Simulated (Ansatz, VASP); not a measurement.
**One calculation of Pb, two programs**

The input INCAR:

```
  PREC = Accurate
  ENCUT = 520
  EDIFF = 1E-7
  ISMEAR = 0
  SIGMA = 0.02
  LREAL = F
  LASPH = T
  NELM = 60
  ALGO = Fast
  ISIF = 2
  LWAVE = F
  LCHARG = F
  GGA = PS
  NBANDS = 13
```

File KPOINTS:

```
regular mesh
0
Gamma
  9 9 9
```

File POSCAR:

```
Pb
1.0
   -1.9796595667      1.9796595667      1.9796595667
    1.9796595667     -1.9796595667      1.9796595667
    1.9796595667      1.9796595667     -1.9796595667
Pb
1
Direct
    0.0000000000      0.0000000000      0.0000000000
```

input.yaml

```yaml
crystal:
  lattice:
    - [-1.9796595667, 1.9796595667, 1.9796595667]
    - [1.9796595667, -1.9796595667, 1.9796595667]
    - [1.9796595667, 1.9796595667, -1.9796595667]
  atoms:
    - { symbol: Pb, position: [0.0, 0.0, 0.0] }
kpoints:
  mp_grid: { grid: [9, 9, 9] }
scf:
  occupations: { method: gaussian, width: 0.02 }
hamiltonian:
  xc: pbesol
  pseudopotentials: { kind: all_electron, lapw: { basis_error: 0.001 } }
output:
  forces: true
  stress: true
  eigenvalues: true
```

Alike in both runs: task single point; functional PBEsol; k mesh 9 × 9 × 9; occupations gaussian, width 0.02 eV; no spin polarisation.

```csv
,VASP,Ansatz
version,VASP 6.6.1,Ansatz 0.2.0
potentials or method,"VASP PAW PBE potentials, release 64 (Pb_d), cutoff 520 eV","all-electron LAPW, scalar-relativistic"
```

Ansatz gave:

| Item | Value |
| --- | --- |
| gap on the k mesh at the Fermi level (eV) | none |
| pressure (GPa) | -2.0 |

Q: Estimate VASP's values.

A: gap on the k mesh at the Fermi level (eV): none; pressure (GPa): -2.1.

VASP's potentials were made for PBE, not for PBEsol. A gap of «none» marks a metal or a gap that the smearing closes. Ansatz ran all-electron here, and VASP with PAW potentials.

Neither program's run includes spin-orbit coupling.
